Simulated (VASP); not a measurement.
**C: single point with PBE+D3(BJ)**

C:

```
CELL_PARAMETERS angstrom
1.23242 0.71154 6.93088
-1.23242 0.71154 6.93088
0.00000 -1.42308 6.93088
ATOMIC_POSITIONS crystal
C 0.08117 0.08117 0.08117
C 0.91883 0.91883 0.91883
C 0.25214 0.25214 0.25214
C 0.74786 0.74786 0.74786
```

* Program: VASP 6.6.1
* Task: single point
* Functional: PBE
* Dispersion: D3(BJ)
* Potentials or basis: VASP PAW PBE potentials, release 64 (C)
* Cutoff: 520 eV
* k mesh: 18 × 18 × 18
* Occupations: gaussian, width 0.01 eV
* Spin: no spin polarisation
* Dipole correction: no
* Further INCAR settings: ALGO = Normal; EDIFF = 1e-06; NBANDS = 16

The pressure is 0.4 GPa and the band gap on the k mesh is 0.25 eV, direct. The dispersion energy per atom is -0.150 eV.

Stress tensor (GPa, compression positive):
```
 0.68  0.00  0.00
 0.00  0.68  0.00
 0.00  0.00 -0.10
```

Levels at points of the mesh, in eV from the valence-band top:
```csv
k point,band 5,band 6,band 7,band 8,band 9,band 10,band 11,band 12
"(0.00, 0.00, 0.00)",-2.89,-2.89,-2.89,-2.89,4.16,8.46,8.46,8.47
"(0.50, 0.00, 0.00)",-6.28,-6.27,-2.66,-1.81,1.36,2.35,7.50,7.55
"(0.50, 0.50, 0.00)",-6.29,-6.25,-2.33,-2.17,1.68,1.98,7.37,7.69
"(0.50, 0.50, 0.50)",-2.90,-2.90,-2.88,-2.88,6.33,6.81,8.44,8.44
```

Run time: 39 min on 1 thread of Intel(R) Xeon(R) Platinum 8259CL CPU @ 2.50GHz (Skylake/Cascade Lake), on a shared host, peak memory 0.54 GiB.

A k mesh can miss the band edges.
